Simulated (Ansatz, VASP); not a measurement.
Two plane-wave programs on BeAu3

```
CELL_PARAMETERS angstrom
3.90395 0.00000 0.00000
0.00000 3.96413 0.00000
0.00000 0.00000 3.90395
ATOMIC_POSITIONS crystal
Be 0.00000 0.00000 0.00000
Au 0.00000 0.46475 0.50000
Au 0.50000 0.00000 0.50000
Au 0.50000 0.53525 0.00000
```

Alike in both runs: task single point; functional PBEsol; k mesh 10 × 10 × 10; occupations gaussian, width 0.1 eV; no spin polarisation.

|  | VASP | Ansatz |
| --- | --- | --- |
| version | VASP 6.6.1 | Ansatz 0.2.0 |
| potentials or method | VASP PAW PBE potentials, release 64 (Be, Au), cutoff 520 eV | scalar-relativistic, plane waves, PAW |
| valence electrons in the cell | 35 | 59 |

Ansatz gave:

| Property | Result |
| --- | --- |
| gap on the k mesh at the Fermi level (eV) | none |
| pressure (GPa) | 3.8 |
| traceless stress, the component that is largest in VASP (GPa) | 0.50 |
| rms of the force components (eV/Å) | 0.213 |

Q: Which values does VASP return?

A: gap on the k mesh at the Fermi level (eV): none; pressure (GPa): 3.5; traceless stress, the component that is largest in VASP (GPa): 0.50; rms of the force components (eV/Å): 0.211.

VASP's potentials were made for PBE, not for PBEsol. Atom by atom the forces differ by 0.002 eV/Å (rms over components). A gap of «none» marks a metal or a gap that the smearing closes. VASP's potentials hold 35 valence electrons a cell and Ansatz's 59, so a difference there can come from the potentials and not from the codes.

Neither program's run includes spin-orbit coupling.
